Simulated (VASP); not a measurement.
Here is a VASP 6.6.1 calculation.

INCAR

```
SYSTEM = NaMn4Br8
  PREC = Accurate
  ENCUT = 520
  EDIFF = 1E-7
  ISMEAR = -1
  SIGMA = 0.02
  LREAL = .False.
  LASPH = .True.
  NELM = 150
  ALGO = Normal
  ISIF = 2
  LWAVE = .False.
  LCHARG = .False.
  ISPIN = 2
  MAGMOM = 3.5 3.5 3.5 3.5 0 0 0 0 0 0 0 0 1
  LORBIT = 11
  LMAXMIX = 4
  GGA = PS
  NBANDS = 74
```

File KPOINTS:

```
regular mesh
0
Gamma
  2 2 2
  0 0 0
```

File POSCAR:

```
NaMn4Br8
1.0
   -3.8200000000     -6.6164340000      0.0000000000
    5.7300000000     -3.3082170000      0.0000000000
    0.0000000000      0.0000000000      6.1900000000
Mn Br Na
4 8 1
Direct
    0.7494449600      0.4853389298      0.0108626520
    0.4736676447      0.0134643264     -0.0041213071
    0.2494139672      0.4894415689      0.0416244011
    0.0251406944      0.0134739092     -0.0041979713
    0.5048717814      0.3283983443      0.2572144104
    0.4763002043      0.6540980480      0.7757747295
    0.2494042202      0.8375043226      0.2583222646
    0.2494409780      0.1774427315      0.7503752791
   -0.0059786975      0.3283517121      0.2572153523
    0.0225008730      0.6540432149      0.7757025007
    0.7494257080      0.8456460557      0.1754120386
    0.7493762205      0.1893256313      0.7518167926
    0.7493838457      0.8156109054      0.5864042576
```

Potentials or basis: VASP PAW PBE potentials, release 64 (Mn_pv, Br, Na_pv).

Command:

```bash
$ cat potpaw_PBE.64/Mn_pv/POTCAR potpaw_PBE.64/Br/POTCAR potpaw_PBE.64/Na_pv/POTCAR > POTCAR
$ mpirun -np 1 vasp_std > vasp.out
```

(1) What does it give for the band gap on the k mesh?

(2) What does it give for the net moment?

(3) What does it give for the largest force?

(4) What does it give for the pressure?

Answers

(1) zero (filled and empty bands overlap).

(2) 19.00 μB per cell.

(3) 0.017 eV/Å.

(4) 2.4 GPa.

Caveat: the k points lie up to 0.51 Å⁻¹ apart; the PAW data sets were made with another functional, which shifts forces and pressure a little; semilocal functionals often make such compounds metallic where correlation or magnetic order opens a gap, which also shifts bond lengths.
